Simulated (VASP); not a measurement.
Wanted: the native input for a VASP 6.6.1 run.

```
Task                   : single point
Functional             : LDA
Potentials or basis    : VASP PAW LDA potentials, release 64 (Hf_pv, Co)
Cutoff                 : 520 eV
k mesh                 : 14 × 14 × 14
Occupations            : gaussian, width 0.1 eV
Spin                   : collinear spin, ferromagnetic start
Starting moments       : [0.0, 1.16] μB
Dipole correction      : no
Further INCAR settings : ALGO = Normal; EDIFF = 1e-06; NBANDS = 20
```

The structure of HfCo lies in POSCAR:

```
HfCo
1.0
    3.0768400487      0.0000000000      0.0000000000
    0.0000000000      3.0768400487      0.0000000000
    0.0000000000      0.0000000000      3.0768400487
Hf Co
1 1
Direct
    0.5000000000      0.5000000000      0.5000000000
    0.0000000000      0.0000000000      0.0000000000
```

These files were run (other wordings do the same):

INCAR

```
ALGO = Normal ; EDIFF = 1E-6
ENCUT = 520 ; ISIF = 2
ISMEAR = 0 ; ISPIN = 2
LASPH = True ; LCHARG = False
LMAXMIX = 4 ; LORBIT = 11
LREAL = False ; LWAVE = False
MAGMOM = 0 1.16 ; NBANDS = 20
NELM = 150 ; PREC = Accurate
SIGMA = 0.1
```

KPOINTS

```
k-points
0
Gamma
  14 14 14
```

Potentials or basis: VASP PAW LDA potentials, release 64 (Hf_pv, Co).

Launch:

```bash
$ cat potpaw_LDA.64/Hf_pv/POTCAR potpaw_LDA.64/Co/POTCAR > POTCAR
$ mpirun -np 1 vasp_std > vasp.out
```

It gave:

```
Pressure                                              : -0.6 GPa
Net moment                                            : 0.00 μB per cell
Valence electrons inside the program's atomic spheres : Hf 8.66; Co 8.44
```

It took 90 s on 1 thread of Intel(R) Xeon(R) Platinum 8488C (Sapphire Rapids) (shared host), peak memory 0.22 GiB.
